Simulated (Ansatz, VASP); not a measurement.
SrCl2: VASP beside Ansatz

```
Sr Cl
1.0
     0.00000    3.35167    3.63153
     3.35167    0.00000    3.63153
     3.35167    3.35167    0.00000
Sr Cl
1 2
Direct
  0.00000 0.00000 0.00000
  0.25000 0.25000 0.25000
  0.75000 0.75000 0.75000
```

Alike in both runs: task single point; functional PBE; k mesh 6 × 6 × 6; occupations gaussian, width 0.05 eV; no spin polarisation.

|  | VASP | Ansatz |
| --- | --- | --- |
| version | VASP 6.6.1 | Ansatz 0.2.0 |
| potentials or method | VASP PAW PBE potentials, release 64 (Sr_sv, Cl), cutoff 520 eV | scalar-relativistic, plane waves, PAW |
| valence electrons in the cell | 24 | 24 |

```csv
,VASP,Ansatz,Ansatz less VASP
gap on the k mesh at the Fermi level (eV),5.00,5.00,+0.005
least direct gap on the mesh (eV),5.22,5.23,+0.003
pressure (GPa),2.8,2.7,-0.10
"traceless stress, the component that is largest in VASP (GPa)",-2.88,-2.90,-0.020
```
